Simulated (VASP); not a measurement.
# Br (Fm-3m) in VASP: density of states with PBE

Aim: the density of states of Br with PBE.

All numbers are computed with VASP 6.6.1; they aren't measurements. Logs are shortened: lines on timing, memory, paths and dates and some standing lists are left out, and cuts for length are marked.

## Step 1: The cell of the first run

The structure is cubic, space group Fm-3m (No. 225). The conventional cell has a = 3.620 Å, b = 3.620 Å, c = 3.620 Å, α = 90.00°, β = 90.00°, γ = 90.00°. Within 3.4 Å of Br (site symmetry m-3m) lie 12 Br at 2.56 Å.

## Step 2: Density of states, PBE (volume scaled by 0.45)

Contents of POSCAR:

```
Br
1.0
    0.0000000000      1.8101779316      1.8101779316
    1.8101779316      0.0000000000      1.8101779316
    1.8101779316      1.8101779316      0.0000000000
Br
1
Direct
    0.0000000000      0.0000000000      0.0000000000
```

Contents of INCAR.step1:

```
SYSTEM = Br
ALGO = Normal
EDIFF = 1E-7
ENCUT = 520
GGA = PE
ISIF = 2
ISMEAR = -1
LASPH = .TRUE.
LCHARG = .TRUE.
LREAL = .FALSE.
LWAVE = .FALSE.
NBANDS = 10
NELM = 60
PREC = Accurate
SIGMA = 0.05
```

Contents of KPOINTS.step1:

```
k-points
0
G
  14 14 14
  0 0 0
```

Contents of INCAR.step2:

```
SYSTEM = Br
ALGO = Normal
EDIFF = 1E-7
ENCUT = 520
GGA = PE
ICHARG = 11
ISIF = 2
ISMEAR = -5
LASPH = .TRUE.
LCHARG = .FALSE.
LORBIT = 10
LREAL = .FALSE.
LWAVE = .FALSE.
NEDOS = 2001
NELM = 60
PREC = Accurate
SIGMA = 0.05
```

Contents of KPOINTS.step2:

```
k-points
0
G
  21 21 21
  0 0 0
```

Potentials or basis: VASP PAW PBE potentials, release 64 (Br).

On the command line:

```bash
$ cat potpaw_PBE.64/Br/POTCAR > POTCAR
$ cp INCAR.step1 INCAR
$ cp KPOINTS.step1 KPOINTS
$ mpirun -np 1 vasp_std > vasp.out
$ cp INCAR.step2 INCAR
$ cp KPOINTS.step2 KPOINTS
$ mpirun -np 1 vasp_std > vasp.out
```

OUTCAR:

```text
SYSTEM = Br
   EDIFF = 1E-7
   ENCUT = 520
   GGA = PE
   ICHARG = 11
   ISIF = 2
   ISMEAR = -5
   LASPH = .TRUE.
   LORBIT = 10
   LREAL = .FALSE.
   NELM = 60
   PREC = Accurate

 ion  position               nearest neighbor table
   1  0.000  0.000  0.000-

  LATTYP: Found a face centered cubic cell.
 ALAT       =     3.6203558632

  Lattice vectors:

 A1 = (   0.0000000000,   1.8101779316,   1.8101779316)
 A2 = (   1.8101779316,   0.0000000000,   1.8101779316)
 A3 = (   1.8101779316,   1.8101779316,   0.0000000000)

Analysis of symmetry for initial positions (statically):
=====================================================================
 Subroutine PRICEL returns:
 Original cell was already a primitive cell.

 Routine SETGRP: Setting up the symmetry group for a
 face centered cubic supercell.

 Subroutine GETGRP returns: Found 48 space group operations
 (whereof 48 operations were pure point group operations)
 out of a pool of 48 trial point group operations.

The static configuration has the point symmetry O_h .

Analysis of symmetry for dynamics (positions and initial velocities):
=====================================================================
 Subroutine PRICEL returns:
 Original cell was already a primitive cell.

 Routine SETGRP: Setting up the symmetry group for a
 face centered cubic supercell.

 Subroutine GETGRP returns: Found 48 space group operations
 (whereof 48 operations were pure point group operations)
 out of a pool of 48 trial point group operations.

The dynamic configuration has the point symmetry O_h .

 Subroutine INISYM returns: Found 48 space group operations
 (whereof 48 operations are pure point group operations),
 and found     1 'primitive' translations

----------------------------------------------------------------------------------------

                                     Primitive cell

  volume of cell :      11.8630

  direct lattice vectors                    reciprocal lattice vectors
     0.000000000  1.810177932  1.810177932    -0.276215941  0.276215941  0.276215941
     1.810177932  0.000000000  1.810177932     0.276215941 -0.276215941  0.276215941
     1.810177932  1.810177932  0.000000000     0.276215941  0.276215941 -0.276215941

  length of vectors
     2.559978181  2.559978181  2.559978181     0.478420043  0.478420043  0.478420043

  position of ions in fractional coordinates (direct lattice)
     0.000000000  0.000000000  0.000000000

  ion indices of the primitive-cell ions
   primitive index   ion index
                 1           1

----------------------------------------------------------------------------------------

 KPOINTS: k-points

Automatic generation of k-mesh.
 Grid dimensions read from file:
 generate k-points for:   21   21   21

 Generating k-lattice:

  Cartesian coordinates                     Fractional coordinates (reciprocal lattice)
    -0.013153140  0.013153140  0.013153140     0.047619048  0.000000000  0.000000000
     0.013153140 -0.013153140  0.013153140     0.000000000  0.047619048  0.000000000
     0.013153140  0.013153140 -0.013153140     0.000000000  0.000000000  0.047619048

  Length of vectors
     0.022781907  0.022781907  0.022781907

  Shift w.r.t. Gamma in fractional coordinates (k-lattice)
     0.000000000  0.000000000  0.000000000

 TETIRR: Found   1276 inequivalent tetrahedra from    55566

 Subroutine IBZKPT returns following result:
 ===========================================

 Found    286 irreducible k-points:

 Following reciprocal coordinates:
            Coordinates               Weight
  0.000000  0.000000  0.000000      1.000000
  0.047619  0.000000  0.000000      8.000000
  0.095238  0.000000  0.000000      8.000000
  0.142857  0.000000  0.000000      8.000000
  0.190476  0.000000  0.000000      8.000000
  0.238095  0.000000  0.000000      8.000000
[... 16 lines left out ...]
 -0.428571  0.047619  0.000000     24.000000
 -0.380952  0.047619  0.000000     24.000000
 [... further k-points ...]
   k-points           NKPTS =    286   k-points in BZ     NKDIM =    286   number of bands    NBANDS=      7
   number of dos      NEDOS =   2001   number of ions     NIONS =      1
   total plane-waves  NPLWV =   8000
   dimension x,y,z NGX =    20 NGY =   20 NGZ =   20
   dimension x,y,z NGXF=    40 NGYF=   40 NGZF=   40
   ions per type =               1
   NGX,Y,Z   is equivalent  to a cutoff of  12.99, 12.99, 12.99 a.u.
   NGXF,Y,Z  is equivalent  to a cutoff of  25.98, 25.98, 25.98 a.u.
 SYSTEM =  Br
   PREC   = accura    normal or accurate (medium, high low for compatibility)
   ISTART =      0    job   : 0-new  1-cont  2-samecut
   ICHARG =     11    charge: 1-file 2-atom 10-const
   ISPIN  =      1    spin polarized calculation?
   LNONCOLLINEAR =      F non collinear calculations
   LSORBIT =      F    spin-orbit coupling
   LASPH  =      T    aspherical Exc in radial PAW
   ENCUT  =  520.0 eV  38.22 Ry    6.18 a.u.   4.76  4.76  4.76*2*pi/ulx,y,z
   NELM   =     60;   NELMIN=  2; NELMDL=  0     # of ELM steps
   EDIFF  = 0.1E-06   stopping-criterion for ELM
   LREAL  =      F    real-space projection
   EDIFFG = 0.1E-05   stopping-criterion for IOM
   NSW    =      0    number of steps for IOM
   IBRION =     -1    ionic relax: 0-MD 1-quasi-New 2-CG
   NFREE  =      0    steps in history (QN), initial steepest desc. (CG)
   ISIF   =      2    stress and relaxation
   ISYM   =      2    0-nonsym 1-usesym 2-fastsym
   POTIM  = 0.5000    time-step for ionic-motion
   TEBEG  =    0.0;   TEEND  =   0.0 temperature during run
   PSTRESS=    0.0 pullay stress
   NELECT =       7.0000    total number of electrons
   NUPDOWN=      -1.0000    fix difference up-down
   EMIN   =  10.00;   EMAX   =-10.00  energy-range for DOS
   EFERMI =   0.00;   METHOD = LEGACY
   ISMEAR =    -5;   SIGMA  =   0.05  broadening in eV -4-tet -1-fermi 0-gaus
   EFERMI_NEDOS =   21; number of points for ismear=-14 and -15
   IALGO  =     38    algorithm
   IMIX   =      4    mixing-type and parameters
     AMIX     =   0.40;   BMIX     =  1.00
     AMIX_MAG =   1.60;   BMIX_MAG =  1.00
  volume/ion in A,a.u.               =      11.86        80.06
  Fermi-wavevector in a.u.,A,eV,Ry     =   1.373123  2.594827 25.653349  1.885468
  Thomas-Fermi vector in A             =   2.498669
   LORBIT       =     10    0 simple, 1 ext, 2 COOP (PROOUT), +10 PAW based schemes
   GGA     = PE    functional components
   LHFCALC =     F    Hartree Fock is set to
   AEXX    =    0.0000 exact exchange contribution
   IVDW    =     0    specifies the selected vdW correction
   LEPSILON=     F    determine dielectric tensor
   LRPA    =     F    only Hartree local field effects (RPA)
 non-spin polarized calculation
 Fermi weights with tetrahedron method with Bloechl corrections
  energy-cutoff  :      520.00
  volume of cell :       11.86
 maximum number of plane-waves:       332

 number of electron       7.0000000 magnetization

 Free energy of the ion-electron system (eV)
  ---------------------------------------------------
  ext. energy  EPLUGINS =         0.00000000
  ---------------------------------------------------
  free energy    TOTEN  =         2.47940130 eV

  energy without entropy =        2.47940130  energy(sigma->0) =        2.47940130

 E-fermi :  14.0667     XC(G=0): -13.3737

 val. band max:       14.2110084882   @ k =   0.4286   0.0952   0.0000
 cond. band min:      13.9730433750   @ k =  -0.0952   0.1429   0.0476
 fundamental gap:     -0.2379651132
 Fermi energy:        14.0667446354

 k-point     1 :       0.0000    0.0000    0.0000
  band No.  band energies     occupation
      1     -10.3704      2.00000
      2      17.7778      0.00000
      3      17.7778      0.00000
      4      17.7778      0.00000
      5      26.3462      0.00000
      6      26.3462      0.00000
      7      26.3462      0.00000

 k-point     2 :       0.0476    0.0000    0.0000
  band No.  band energies     occupation
      1     -10.2967      2.00000
      2      17.1718      0.00000
      3      17.6880      0.00000
      4      17.6880      0.00000
      5      26.0947      0.00000
      6      26.5150      0.00000
      7      26.5150      0.00000

 k-point     3 :       0.0952    0.0000    0.0000
  band No.  band energies     occupation
      1     -10.0762      2.00000
      2      15.6356     -0.05536
      3      17.4449      0.00000
      4      17.4449      0.00000
      5      25.6203      0.00000
      6      26.9623      0.00000
      7      26.9623      0.00000

 k-point     4 :       0.1429    0.0000    0.0000
  band No.  band energies     occupation
      1      -9.7099      2.00000
      2      13.6346      1.54765
      3      17.1081      0.00000
      4      17.1081      0.00000
      5      25.1500      0.00000
      6      27.4896      0.00000
      7      27.4896      0.00000

 k-point     5 :       0.1905    0.0000    0.0000
  band No.  band energies     occupation
      1      -9.2002      2.00000
      2      11.4678      2.00000
      3      16.7377      0.00000
      4      16.7377      0.00000
      5      24.7382      0.00000
      6      27.7036      0.00000
      7      27.7036      0.00000
[... 161 lines left out ...]
 k-point    22 :      -0.4762    0.0476    0.0000
  band No.  band energies     occupation
      1      -4.0753      2.00000
      2       0.7974      2.00000
      3      14.8098     -0.08327
      4      15.2503      0.00000
      5      24.0666      0.00000
      6      24.6345      0.00000
      7      25.2648      0.00000

 k-point    23 :      -0.4286    0.0476    0.0000
  band No.  band energies     occupation
      1      -4.5926      2.00000
      2       1.5030      2.00000
      3      14.7218      0.01095
      4      15.4398      0.00000
      5      24.1869      0.00000
      6      24.7703      0.00000
      7      25.2435      0.00000

 k-point    24 :      -0.3810    0.0476    0.0000
  band No.  band energies     occupation
      1      -5.5099      2.00000
      2       2.8886      2.00000
      3      14.7168      0.03165
      4      15.6934      0.00000
      5      24.2613      0.00000
      6      25.1604      0.00000
      7      25.4067      0.00000

 [... further k-points ...]
[... 5 lines left out ...]
  --------------------------------------------------------------------------------------
  -------------------------------------------------------------------------------------
  Total       12.0845934     12.0845934     12.0845934     -0.0000000      0.0000000      0.0000000
  in kB     1632.1077614   1632.1077614   1632.1077614     -0.0000000      0.0000000      0.0000000
  external PRESSURE =    1632.1077614 kB  Pullay stress =       0.0000000 kB

 VOLUME and BASIS-vectors are now :
 -----------------------------------------------------------------------------
  energy-cutoff  :      520.00
  volume of cell :       11.86
      direct lattice vectors                 reciprocal lattice vectors
     0.000000000  1.810177932  1.810177932    -0.276215941  0.276215941  0.276215941
     1.810177932  0.000000000  1.810177932     0.276215941 -0.276215941  0.276215941
     1.810177932  1.810177932  0.000000000     0.276215941  0.276215941 -0.276215941

 POSITION                                       TOTAL-FORCE (eV/Angst)
 -----------------------------------------------------------------------------------
      0.00000      0.00000      0.00000        -0.000000      0.000000      0.000000
 -----------------------------------------------------------------------------------
    total drift:                                0.000000      0.000000     -0.000000

  FREE ENERGIE OF THE ION-ELECTRON SYSTEM (eV)
  ---------------------------------------------------
  free  energy   TOTEN  =         2.4794013007 eV

  energy  without entropy=        2.4794013007  energy(sigma->0) =        2.47940130

 total charge

# of ion       s       p       d       tot
------------------------------------------
    1        1.698   3.204   0.250   5.153
```

Wall time 11 s (1 thread of Intel Xeon 6975P-C (Granite Rapids), shared host); peak memory 0.13 GiB.

Results:

- Valence electrons inside the program's atomic spheres: Br 5.15

Caveat: an odd number of electrons without spin polarisation forces a metal; a magnetic or distorted state may lie lower; tetrahedron occupations give inexact forces and stress in metals.
